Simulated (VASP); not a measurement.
# W: single point with PBEsol

Crystal: W.

```
W
1.0
    -2.03000   -2.03000    0.00000
     2.03000   -2.03000    0.00000
    -0.33820    0.00000   12.18000
W
6
Direct
  0.92364 0.07636 0.91665
  0.49306 0.50694 0.08332
  0.97918 0.02082 0.24998
  0.46529 0.53471 0.41665
  0.95141 0.04859 0.58332
  0.43753 0.56247 0.74998
```

```
Program                : VASP 6.6.1
Task                   : single point
Functional             : PBEsol
Potentials or basis    : VASP PAW PBE potentials, release 64 (W_sv)
Cutoff                 : 520 eV
k mesh                 : 16 × 16 × 4
Occupations            : gaussian, width 0.15 eV
Spin                   : no spin polarisation
Dipole correction      : no
Further INCAR settings : ALGO = Fast; EDIFF = 1e-07; NBANDS = 51
```

- Pressure: -11.4 GPa
- Largest force: 0.560 eV/Å
- Band gap on the k mesh: zero (band 42 reaches 12.25 eV, above the bottom of band 43 at 9.67 eV)

Forces in eV/Å, atoms in the order of the input:
```
W   -0.525  0.000  0.195
W    0.525  0.000 -0.195
W   -0.195  0.000  0.150
W   -0.102  0.000  0.045
W    0.102  0.000 -0.045
W    0.195  0.000 -0.150
```

Stress tensor (GPa, compression positive):
```
-12.51   0.00  -1.53
  0.00 -10.77   0.00
 -1.53   0.00 -10.99
```

Levels at points of the mesh, in eV from the Fermi level:
```csv
k point,band 40,band 41,band 42,band 43,band 44,band 45
"(0.00, 0.00, 0.00)",0.08,0.25,0.36,0.40,0.62,0.85
"(0.50, 0.00, 0.00)",-0.52,-0.40,-0.35,-0.27,-0.06,0.02
"(0.50, 0.50, 0.00)",-0.29,2.08,2.14,2.22,2.23,2.93
"(0.00, 0.00, 0.50)",-0.15,-0.06,-0.06,1.36,1.47,1.51
"(0.50, 0.00, 0.50)",-0.92,-0.68,-0.55,0.11,0.14,0.28
"(0.50, 0.50, 0.50)",1.10,1.61,1.63,1.71,1.73,3.87
```

Run time: 26 min on 1 thread of Intel(R) Xeon(R) Platinum 8259CL CPU @ 2.50GHz (Skylake/Cascade Lake), on a shared host, peak memory 0.94 GiB.

Caveat: the PAW data sets were made with another functional, which shifts forces and pressure a little; spin-orbit coupling is left out, which moves the levels of the heavy elements.
